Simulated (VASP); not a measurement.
The system is Rb.

```xyz
1
Lattice="-2.8025 2.8025 2.8025 2.8025 -2.8025 2.8025 2.8025 2.8025 -2.8025" Properties=species:S:1:pos:R:3 pbc="T T T"
Rb    0.0000    0.0000    0.0000
```

| Item | Value |
| --- | --- |
| Program | VASP 6.6.1 |
| Task | relaxation of cell and atoms |
| Functional | LDA |
| Potentials or basis | VASP PAW LDA potentials, release 64 (Rb_sv) |
| Cutoff | 600 eV |
| k mesh | 10 × 10 × 10 |
| Occupations | gaussian, width 0.1 eV |
| Spin | no spin polarisation |

At the start: pressure -0.4 GPa; volume 88.04 Å³/atom.

Problem. Where does the relaxation end?

Solution. Over 5 steps the energy falls by 12.3 meV/atom and the volume is 77.92 Å³/atom (-11.5 %); space group Im-3m (No. 229, to 0.1 Å) before and after.

The path:
```tsv
step	energy change (eV)	largest force (eV/Å)	pressure (GPa)	volume (Å³)
1	0.0000	0.0000	-0.35	88.04
2	-0.0048	0.0000	-0.29	85.61
3	-0.0119	0.0000	-0.08	79.61
4	-0.0123	0.0000	0.01	77.72
5	-0.0123	0.0000	0.00	77.92
```

Final structure:
```
CELL_PARAMETERS angstrom
-2.69069 2.69069 2.69069
2.69069 -2.69069 2.69069
2.69069 2.69069 -2.69069
ATOMIC_POSITIONS crystal
Rb 0.00000 0.00000 0.00000
```
